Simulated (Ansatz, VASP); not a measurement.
## Two plane-wave programs on HfN

```
CELL_PARAMETERS angstrom
0.00000 2.57756 2.51619
2.57756 0.00000 2.51619
2.57756 2.57756 0.00000
ATOMIC_POSITIONS crystal
Hf 0.00000 0.00000 0.00000
N 0.75000 0.75000 0.75000
```

Change from the starting cell: strain +0.050 along x and y, +0.025 along z, atoms carried along.

Alike in both runs: task single point; functional LDA; k mesh 16 × 16 × 16; occupations gaussian, width 0.15 eV; no spin polarisation.

|  | VASP | Ansatz |
| --- | --- | --- |
| version | VASP 6.6.1 | Ansatz 0.2.0 |
| potentials or method | VASP PAW LDA potentials, release 64 (Hf_pv, N), cutoff 520 eV | scalar-relativistic, plane waves, PAW |
| valence electrons in the cell | 15 | 31 |

VASP gave:

| Item | Value |
| --- | --- |
| gap on the k mesh at the Fermi level (eV) | none |
| pressure (GPa) | -26.5 |
| traceless stress, the component that is largest in VASP (GPa) | 2.35 |

Problem. Estimate Ansatz's values.

Solution. gap on the k mesh at the Fermi level (eV): none; pressure (GPa): -26.0; traceless stress, the component that is largest in VASP (GPa): 2.35.

LDA's correlation is that of Perdew and Zunger in VASP and of Perdew and Wang (1992) in Ansatz. A gap of «none» marks a metal or a gap that the smearing closes. VASP's potentials hold 15 valence electrons a cell and Ansatz's 31, so a difference there can come from the potentials and not from the codes.

Spin-orbit coupling is off throughout.
